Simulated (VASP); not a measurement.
# Li2PW2 (I4/mmm) in VASP: a series of runs, part 2 of 2

VASP 6.6.1.

### 3 Single point, PBE

This run uses another cell than the first one, of 14.55 Å³/atom.

File INCAR:

```
SYSTEM = Li2PW2
PREC = Accurate
ENCUT = 520
EDIFF = 1E-6
ISMEAR = 0
SIGMA = 0.1
LREAL = .False.
LASPH = .True.
NELM = 80
ALGO = Normal
ISIF = 2
LWAVE = .False.
LCHARG = .False.
GGA = PE
NBANDS = 28
```

File KPOINTS:

```
regular mesh
0
Gamma
  8 8 8
  0 0 0
```

File POSCAR:

```
Li2PW2
1.0
   -1.7829213602      1.7829213602      5.7220845159
    1.7829213602     -1.7829213602      5.7220845159
    1.7829213602      1.7829213602     -5.7220845159
Li P W
2 1 2
Direct
    0.3475900000      0.3475900000      0.0000000000
    0.6524100000      0.6524100000      0.0000000000
    0.0000000000      0.0000000000      0.0000000000
    0.1381600000      0.1381600000      0.0000000000
    0.8618400000      0.8618400000      0.0000000000
```

Potentials or basis: VASP PAW PBE potentials, release 64 (Li_sv, P, W_sv).

Run with:

```console
$ cat potpaw_PBE.64/Li_sv/POTCAR potpaw_PBE.64/P/POTCAR potpaw_PBE.64/W_sv/POTCAR > POTCAR
$ mpirun -np 1 vasp_std > vasp.out
```

OUTCAR:

```text
SYSTEM = Li2PW2
   PREC = Accurate
   ENCUT = 520
   EDIFF = 1E-6
   ISMEAR = 0
   LREAL = .False.
   LASPH = .True.
   NELM = 80
   ISIF = 2
   GGA = PE

 ion  position               nearest neighbor table
   1  0.348  0.348  0.000-   4 2.40   5 2.53   5 2.53   5 2.53   5 2.53
   2  0.652  0.652  0.000-   5 2.40   4 2.53   4 2.53   4 2.53   4 2.53
   3  0.000  0.000  0.000-   4 1.58   5 1.58
   4  0.138  0.138  0.000-   3 1.58   1 2.40   2 2.53   2 2.53   2 2.53   2 2.53   5 3.16
   5  0.862  0.862  0.000-   3 1.58   2 2.40   1 2.53   1 2.53   1 2.53   1 2.53   4 3.16

 -----------------------------------------------------------------------------
|                                                                             |
|           W    W    AA    RRRRR   N    N  II  N    N   GGGG   !!!           |
|           W    W   A  A   R    R  NN   N  II  NN   N  G    G  !!!           |
|           W    W  A    A  R    R  N N  N  II  N N  N  G       !!!           |
|           W WW W  AAAAAA  RRRRR   N  N N  II  N  N N  G  GGG   !            |
|           WW  WW  A    A  R   R   N   NN  II  N   NN  G    G                |
|           W    W  A    A  R    R  N    N  II  N    N   GGGG   !!!           |
|                                                                             |
|     The distance between some ions is very small. Please check the          |
|     nearest-neighbor list in the OUTCAR file.                               |
|     I HOPE YOU KNOW WHAT YOU ARE DOING!                                     |
|                                                                             |
 -----------------------------------------------------------------------------

  LATTYP: Found a body centered tetragonal cell.
 ALAT       =     3.5658427204
 C/A-ratio  =     3.2093869329

  Lattice vectors:

 A1 = (  -1.7829213602,   1.7829213602,   5.7220845159)
 A2 = (   1.7829213602,  -1.7829213602,   5.7220845159)
 A3 = (   1.7829213602,   1.7829213602,  -5.7220845159)

Analysis of symmetry for initial positions (statically):
=====================================================================
 Subroutine PRICEL returns:
 Original cell was already a primitive cell.

 Routine SETGRP: Setting up the symmetry group for a
[... 154 lines left out ...]
   IVDW    =     0    specifies the selected vdW correction
   LEPSILON=     F    determine dielectric tensor
   LRPA    =     F    only Hartree local field effects (RPA)
 non-spin polarized calculation
 Gauss-broadening in eV      SIGMA  =   0.10
  energy-cutoff  :      520.00
  volume of cell :       72.76
 maximum number of plane-waves:      1979
 NGX is ok and might be reduce to    48
   NGX = 23   NGY = 23   NGZ = 23

 number of electron      39.0000003 magnetization

 Free energy of the ion-electron system (eV)
  ---------------------------------------------------
  ext. energy  EPLUGINS =         0.00000000
  ---------------------------------------------------
  free energy    TOTEN  =        -6.81464567 eV

  energy without entropy =       -6.79261500  energy(sigma->0) =       -6.80363033

 E-fermi :   6.2190     XC(G=0): -10.8715

 val. band max:        6.2173299875   @ k =  -0.1250  -0.3750   0.1250
 cond. band min:       6.2287258898   @ k =  -0.1250   0.1250   0.1250
 fundamental gap:      0.0113959023
 Fermi energy:         6.2190059275

 k-point     1 :       0.0000    0.0000    0.0000
  band No.  band energies     occupation
      1     -66.4129      2.00000
      2     -66.3658      2.00000
      3     -38.9381      2.00000
      4     -38.9321      2.00000
      5     -32.3263      2.00000
      6     -31.9045      2.00000
[... 733 lines left out ...]
     27      12.3135      0.00000
     28      14.3873      0.00000

 [... further k-points ...]

------------------------ aborting loop because EDIFF is reached ----------------------------------------

  FORCE on cell =-STRESS in cart. coord.  units (eV):
  Direction    XX          YY          ZZ          XY          YZ          ZX
  --------------------------------------------------------------------------------------
  -------------------------------------------------------------------------------------
  Total        1.6882657      1.6882657    150.9048055      0.0000000     -0.0000000     -0.0000000
  in kB       37.1768627     37.1768627   3323.0357748      0.0000000     -0.0000000     -0.0000000
  external PRESSURE =    1132.4631667 kB  Pullay stress =       0.0000000 kB

 VOLUME and BASIS-vectors are now :
 -----------------------------------------------------------------------------
  energy-cutoff  :      520.00
  volume of cell :       72.76
      direct lattice vectors                 reciprocal lattice vectors
    -1.782921360  1.782921360  5.722084516     0.000000000  0.280438617  0.087380744
     1.782921360 -1.782921360  5.722084516     0.280438617  0.000000000  0.087380744
     1.782921360  1.782921360 -5.722084516     0.280438617  0.280438617  0.000000000

 POSITION                                       TOTAL-FORCE (eV/Angst)
 -----------------------------------------------------------------------------------
      0.00000      0.00000      3.97788         0.000000      0.000000      0.964846
      0.00000      0.00000      7.46629         0.000000      0.000000     -0.964846
      0.00000      0.00000      0.00000         0.000000      0.000000      0.000000
      0.00000      0.00000      1.58113        -0.000000     -0.000000     48.792145
      0.00000      0.00000      9.86304         0.000000      0.000000    -48.792145
 -----------------------------------------------------------------------------------
    total drift:                               -0.000000     -0.000000      0.000000

  FREE ENERGIE OF THE ION-ELECTRON SYSTEM (eV)
  ---------------------------------------------------
  free  energy   TOTEN  =        -6.8146456665 eV

  energy  without entropy=       -6.7926150021  energy(sigma->0) =       -6.80363033
```

stdout:

```text
POSCAR found type information on POSCAR LiP W
 POSCAR found :  3 types and       5 ions
 scaLAPACK will be used
 LDA part: xc-table for (Slater+PW92), standard interpolation
 -----------------------------------------------------------------------------
|                                                                             |
|           W    W    AA    RRRRR   N    N  II  N    N   GGGG   !!!           |
|           W    W   A  A   R    R  NN   N  II  NN   N  G    G  !!!           |
|           W    W  A    A  R    R  N N  N  II  N N  N  G       !!!           |
|           W WW W  AAAAAA  RRRRR   N  N N  II  N  N N  G  GGG   !            |
|           WW  WW  A    A  R   R   N   NN  II  N   NN  G    G                |
|           W    W  A    A  R    R  N    N  II  N    N   GGGG   !!!           |
|                                                                             |
|     The distance between some ions is very small. Please check the          |
|     nearest-neighbor list in the OUTCAR file.                               |
|     I HOPE YOU KNOW WHAT YOU ARE DOING!                                     |
|                                                                             |
 -----------------------------------------------------------------------------

 POSCAR, INCAR and KPOINTS ok, starting setup
 FFT: planning ... GRIDC
 FFT: planning ... GRID_SOFT
 FFT: planning ... GRID
 WAVECAR not read
 entering main loop
```

Wall time 6.7 min (1 thread of Intel Xeon 8259CL, shared host); peak memory 0.38 GiB.

Results:

```
Free energy            : -6.8146 eV
Largest force          : 48.792 eV/Å
Band gap on the k mesh : zero (an odd number of electrons rules out a gap without spin polarisation)
```

Forces on the atoms (eV/Å):
```
Li    0.000   0.000   0.965
Li    0.000   0.000  -0.965
P     0.000   0.000   0.000
W     0.000   0.000  48.792
W     0.000   0.000 -48.792
```

Caveat: the cutoff is under 1.25 times the usual one of these potentials, so pressure, stress and relaxed cells hold a basis-set (Pulay) error; atoms lie so close that the PAW spheres overlap strongly, which falsifies energies and pressures; spin-orbit coupling is left out, which moves the levels of the heavy elements; forces of over 1 eV/Å act on the atoms, so gaps and moduli don't describe the material at rest.

### 4 Single point, PBE

This run uses another cell than the first one, of 13.96 Å³/atom.

File INCAR:

```
  ALGO = Normal
  EDIFF = 1E-6
  ENCUT = 520
  GGA = PE
  ISIF = 2
  ISMEAR = 0
  LASPH = True
  LCHARG = False
  LREAL = False
  LWAVE = False
  NBANDS = 28
  NELM = 100
  PREC = Accurate
  SIGMA = 0.1
```

File KPOINTS:

```
k-points
0
Gamma
  16 16 16
```

File POSCAR:

```
Li2PW2
1.0
   -1.6572327777      1.6572327777      6.3532660848
    1.6572327777     -1.6572327777      6.3532660848
    1.6572327777      1.6572327777     -6.3532660848
Li P W
2 1 2
Direct
    0.4136044639      0.4136044639      0.0000000000
    0.5863955361      0.5863955361      0.0000000000
    0.0000000000      0.0000000000      0.0000000000
    0.1995596588      0.1995596588      0.0000000000
    0.8004403412      0.8004403412      0.0000000000
```

Run with:

```console
$ cat potpaw_PBE.64/Li_sv/POTCAR potpaw_PBE.64/P/POTCAR potpaw_PBE.64/W_sv/POTCAR > POTCAR
$ mpirun -np 1 vasp_std > vasp.out
```

It took 37 min on 1 thread of Intel Xeon 8259CL, shared host; peak memory 0.78 GiB.

It converged, with:

```
Free energy            : -35.0754 eV
Largest force          : 0.017 eV/Å
Band gap on the k mesh : zero (an odd number of electrons rules out a gap without spin polarisation)
```

Forces on the atoms (eV/Å):
```
Li   0.000  0.000  0.017
Li   0.000  0.000 -0.017
P    0.000  0.000  0.000
W    0.000  0.000 -0.016
W    0.000  0.000  0.016
```

Levels at points of the mesh, in eV from the Fermi level:
```tsv
k point	band 18	band 19	band 20	band 21	band 22	band 23
(0.00, 0.00, 0.00)	-0.63	-0.07	-0.07	1.01	1.50	2.79
(0.50, 0.00, 0.00)	-1.77	-0.16	0.99	1.22	2.21	3.05
(0.50, 0.50, 0.00)	-1.45	-1.26	0.83	0.95	2.10	2.65
(0.50, 0.50, 0.50)	-0.63	0.98	0.98	1.17	1.26	1.26
```

Caveat: the cutoff is under 1.25 times the usual one of these potentials, so pressure, stress and relaxed cells hold a basis-set (Pulay) error; spin-orbit coupling is left out, which moves the levels of the heavy elements.

### 5 Overview

```tsv
cell	k mesh	gap on the mesh (eV)	largest force (eV/Å)
a = 6.772 Å, angles 151.7, 151.7, 40.4°, 5 atoms, atomic positions A	6 × 6 × 6	none	0.01
a = 6.253 Å, angles 146.9, 146.9, 47.6°, 5 atoms, atomic positions B	8 × 8 × 8	none	48.79
a = 6.772 Å, angles 151.7, 151.7, 40.5°, 5 atoms, atomic positions A	16 × 16 × 16	none	0.02
```

Alike in all rows: task single point; level PBE; potentials or basis VASP PAW PBE potentials, release 64 (Li_sv, P, W_sv); no spin polarisation; cutoff (eV) 520; smearing gaussian 0.1 eV.

Caveats: the cutoff is under 1.25 times the usual one of these potentials, so pressure, stress and relaxed cells hold a basis-set (Pulay) error; spin-orbit coupling is left out, which moves the levels of the heavy elements; atoms lie so close that the PAW spheres overlap strongly, which falsifies energies and pressures (at least some runs); forces of over 1 eV/Å act on the atoms, so gaps and moduli don't describe the material at rest (at least some runs).

Total energies depend on the potentials used, so only differences within one code and one set of settings carry meaning.
